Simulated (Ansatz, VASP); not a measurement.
## Sn3Te in VASP and in Ansatz

File INCAR:

```
SYSTEM = Sn3Te
ALGO     = Fast           ! electronic algorithm
EDIFF    = 1E-6           ! SCF threshold, eV
EDIFFG   = -0.01          ! ionic threshold
ENCUT    = 600            ! plane-wave cutoff, eV
GGA      = PE             ! functional
IBRION   = 2              ! ionic algorithm
ISIF     = 3              ! what is computed and relaxed
ISMEAR   = 0              ! smearing method
LASPH    = .True.         ! aspherical terms in the spheres
LCHARG   = .False.        ! write CHGCAR
LREAL    = .False.        ! projectors in reciprocal space
LWAVE    = .False.        ! write WAVECAR
NELM     = 60             ! most SCF steps
NSW      = 100            ! ionic steps
PREC     = Accurate       ! precision mode
SIGMA    = 0.1            ! smearing width, eV
```

KPOINTS

```
k-points
0
Gamma
  6 6 6
  0 0 0
```

Contents of POSCAR:

```
Sn3Te
1.0
    6.0874217600      0.0000000000      0.0000000000
    0.0000000000      6.0874217600      0.0000000000
    0.0000000000      0.0000000000      6.0874217600
Sn Te
6 2
Direct
    0.2500000000      0.0000000000      0.5000000000
    0.7500000000      0.0000000000      0.5000000000
    0.0000000000      0.5000000000      0.2500000000
    0.0000000000      0.5000000000      0.7500000000
    0.5000000000      0.7500000000      0.0000000000
    0.5000000000      0.2500000000      0.0000000000
    0.0000000000      0.0000000000      0.0000000000
    0.5000000000      0.5000000000      0.5000000000
```

Input for Ansatz:

```yaml
crystal:
  lattice:
    - [6.08742176, 0.0, 0.0]
    - [0.0, 6.08742176, 0.0]
    - [0.0, 0.0, 6.08742176]
  atoms:
    - { symbol: Sn, position: [0.25, 0.0, 0.5] }
    - { symbol: Sn, position: [0.75, 0.0, 0.5] }
    - { symbol: Sn, position: [0.0, 0.5, 0.25] }
    - { symbol: Sn, position: [0.0, 0.5, 0.75] }
    - { symbol: Sn, position: [0.5, 0.75, 0.0] }
    - { symbol: Sn, position: [0.5, 0.25, 0.0] }
    - { symbol: Te, position: [0.0, 0.0, 0.0] }
    - { symbol: Te, position: [0.5, 0.5, 0.5] }
basis:
  ecutwfc: 420
kpoints:
  mp_grid: { grid: [6, 6, 6] }
hamiltonian:
  xc: pbe
scf:
  occupations: { method: gaussian, width: 0.1 }
output:
  forces: true
  stress: true
  eigenvalues: true
relax:
  adjacent_minimum: "off"
  f_tol: 0.01
  max_steps: 80
  cell: { stress_tol: 0.05 }
```

Change from the starting cell: species swapped into the Ta3Sn type (Pm-3n, No. 223).

Alike in both runs: task relaxation of cell and atoms; functional PBE; k mesh 6 × 6 × 6; occupations gaussian, width 0.1 eV; no spin polarisation.

|  | VASP | Ansatz |
| --- | --- | --- |
| version | VASP 6.6.1 | Ansatz 0.2.0 |
| potentials or method | VASP PAW PBE potentials, release 64 (Sn_d, Te), cutoff 600 eV | scalar-relativistic, plane waves, PAW |
| valence electrons in the cell | 96 | 116 |

VASP gave:

- gap on the k mesh at the Fermi level, each at its own relaxed structure (eV): none
- relaxed volume (Å³/atom): 29.36
- relaxed length of the cell vector where the two differ most in proportion (Å): 6.170

Q: Which values does Ansatz return?

A: gap on the k mesh at the Fermi level, each at its own relaxed structure (eV): none; relaxed volume (Å³/atom): 29.41; relaxed length of the cell vector where the two differ most in proportion (Å): 6.173.

A gap of «none» marks a metal or a gap that the smearing closes. VASP's potentials hold 96 valence electrons a cell and Ansatz's 116, so a difference there can come from the potentials and not from the codes.

Spin-orbit coupling is off throughout.
